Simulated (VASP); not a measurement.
Input of a VASP 6.6.1 run:

Contents of INCAR:

```
SYSTEM = Pb
PREC = Accurate
ENCUT = 600
EDIFF = 1E-7
ISMEAR = -1
SIGMA = 0.1
LREAL = .FALSE.
LASPH = .TRUE.
NELM = 60
ALGO = Normal
ISIF = 3
LWAVE = .FALSE.
LCHARG = .FALSE.
GGA = PS
IBRION = 2
NSW = 80
EDIFFG = -0.01
```

The input KPOINTS:

```
regular mesh
0
G
  4 4 4
  0 0 0
```

The input POSCAR:

```
Pb
1.0
    6.2372391575      0.0000000000      0.0000000000
    0.0000000000      6.2372391575      0.0000000000
    0.0000000000      0.0000000000      6.2372391575
Pb
8
Direct
    0.0000000000      0.0000000000      0.0000000000
    0.5000000000      0.5000000000      0.5000000000
    0.2500000000      0.0000000000      0.5000000000
    0.7500000000      0.0000000000      0.5000000000
    0.5000000000      0.2500000000      0.0000000000
    0.5000000000      0.7500000000      0.0000000000
    0.0000000000      0.5000000000      0.2500000000
    0.0000000000      0.5000000000      0.7500000000
```

Potentials or basis: VASP PAW PBE potentials, release 64 (Pb_d).

Launch:

```sh
$ cat potpaw_PBE.64/Pb_d/POTCAR > POTCAR
$ mpirun -np 1 vasp_std > vasp.out
```

Q: What does it give for the relaxed volume?

A: 30.88 Å³/atom.

Q: Estimate the space group after relaxing (to 0.1 Å).

A: Pm-3n (No. 223).

Q: Estimate the band gap on the k mesh.

A: Zero (bands 56 and 57 overlap by 0.77 eV).

Step by step:
| step | energy change (eV) | largest force (eV/Å) | pressure (GPa) | volume (Å³) |
| --- | --- | --- | --- | --- |
| 1 | 0.0000 | 0.0000 | 0.85 | 242.65 |
| 2 | -0.0106 | 0.0000 | -0.23 | 248.32 |
| 3 | -0.0115 | 0.0000 | 0.00 | 247.06 |

Caveat: the PAW data sets were made with another functional, which shifts forces and pressure a little; spin-orbit coupling is left out, which moves the levels of the heavy elements.
